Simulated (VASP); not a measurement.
Here is a VASP 6.6.1 calculation.

The input INCAR:

```
SYSTEM = Nb
ALGO = Normal ; EDIFF = 1E-7
EDIFFG = -0.005 ; ENCUT = 500
GGA = PE ; GGA_COMPAT = .False.
IBRION = 2 ; ISIF = 3
ISMEAR = -1 ; LASPH = .True.
LCHARG = .False. ; LREAL = .False.
LWAVE = .False. ; NELM = 120
NELMIN = 4 ; NSW = 80
PREC = Accurate ; SIGMA = 0.02
```

KPOINTS

```
k-points
0
Gamma
  10 10 10
  0 0 0
```

POSCAR

```
Nb
1.0
   -1.6639500000      1.6639500000      1.6639500000
    1.6639500000     -1.6639500000      1.6639500000
    1.6639500000      1.6639500000     -1.6639500000
Nb
1
Direct
    0.0000000000      0.0000000000      0.0000000000
```

Potentials or basis: VASP PAW PBE potentials, release 64 (Nb_sv).

The run is started by

```bash
$ cat potpaw_PBE.64/Nb_sv/POTCAR > POTCAR
$ mpirun -np 1 vasp_std > vasp.out
```

Q: Estimate the relaxed cell.

A: a = 2.867 Å, b = 2.867 Å, c = 2.867 Å, α = 109.47°, β = 109.47°, γ = 109.47°.

Q: Predict the relaxed volume.

A: 18.14 Å³/atom.

Final structure:
```yaml
crystal:
  lattice:
    - [-1.65516, 1.65516, 1.65516]
    - [1.65516, -1.65516, 1.65516]
    - [1.65516, 1.65516, -1.65516]
  atoms:
    - { symbol: Nb, position: [0.00000, 0.00000, 0.00000] }
```
